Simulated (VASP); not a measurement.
Input of a VASP 6.6.1 run:

File INCAR:

```
SYSTEM = Cu
PREC = Accurate
ENCUT = 520
EDIFF = 1E-6
ISMEAR = -1
SIGMA = 0.08
LREAL = .FALSE.
LASPH = .TRUE.
NELM = 80
ALGO = Normal
ISIF = 2
LWAVE = .FALSE.
LCHARG = .TRUE.
GGA = CA
LELF = .TRUE.
LVHAR = .TRUE.
NBANDS = 18
```

The input KPOINTS:

```
regular mesh
0
G
  15 15 15
  0 0 0
```

The input POSCAR:

```
Cu
1.0
    0.0000000000      2.2857733480      2.2857733480
    2.2857733480      0.0000000000      2.2857733480
    2.2857733480      2.2857733480      0.0000000000
Cu
2
Direct
   -0.1250000000     -0.1250000000     -0.1250000000
    0.1250000000      0.1250000000      0.1250000000
```

Potentials or basis: VASP PAW LDA potentials, release 64 (Cu).

Launch:

```bash
$ cat potpaw_LDA.64/Cu/POTCAR > POTCAR
$ mpirun -np 1 vasp_std > vasp.out
```

Question: Predict the pressure.

Answer: 67.1 GPa.

Question: Estimate the band gap on the k mesh.

Answer: Zero (band 11 reaches 8.23 eV, above the bottom of band 12 at 7.30 eV).
